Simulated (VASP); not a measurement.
Write the native input for VASP 6.6.1 that does the following.

```
Task                   : single point
Functional             : PBEsol
Potentials or basis    : VASP PAW PBE potentials, release 64 (Na_pv, Cl)
Cutoff                 : 520 eV
k mesh                 : 6 × 6 × 6
Occupations            : gaussian, width 0.02 eV
Spin                   : no spin polarisation
Dipole correction      : no
Further INCAR settings : ALGO = Normal; EDIFF = 1e-07; NBANDS = 14
```

The structure of NaCl lies in POSCAR:

```
NaCl
1.0
    3.6329967965      0.0000000000      0.0000000000
    0.0000000000      3.6329967965      0.0000000000
    0.0000000000      0.0000000000      3.6329967965
Na Cl
1 1
Direct
    0.0000000000      0.0000000000      0.0000000000
    0.5000000000      0.5000000000      0.5000000000
```

This cell differs from its parent crystal: strained.

The input as run:

INCAR

```
ALGO = Normal
EDIFF = 1E-7
ENCUT = 520
GGA = PS
ISIF = 2
ISMEAR = 0
LASPH = True
LCHARG = False
LREAL = False
LWAVE = False
NBANDS = 14
NELM = 60
PREC = Accurate
SIGMA = 0.02
```

KPOINTS

```
k-points
0
Gamma
  6 6 6
```

Potentials or basis: VASP PAW PBE potentials, release 64 (Na_pv, Cl).

Run with:

```sh
$ cat potpaw_PBE.64/Na_pv/POTCAR potpaw_PBE.64/Cl/POTCAR > POTCAR
$ mpirun -np 1 vasp_std > vasp.out
```

It gave:

- Pressure: -3.1 GPa
- Band gap on the k mesh: 3.52 eV, indirect (least direct gap 3.94 eV)

Caveat: the cell differs from its parent crystal (strained); the PAW data sets were made with another functional, which shifts forces and pressure a little.

It used 9.1 s of CPU time on 1 thread of Intel Xeon 6975P-C (shared host).
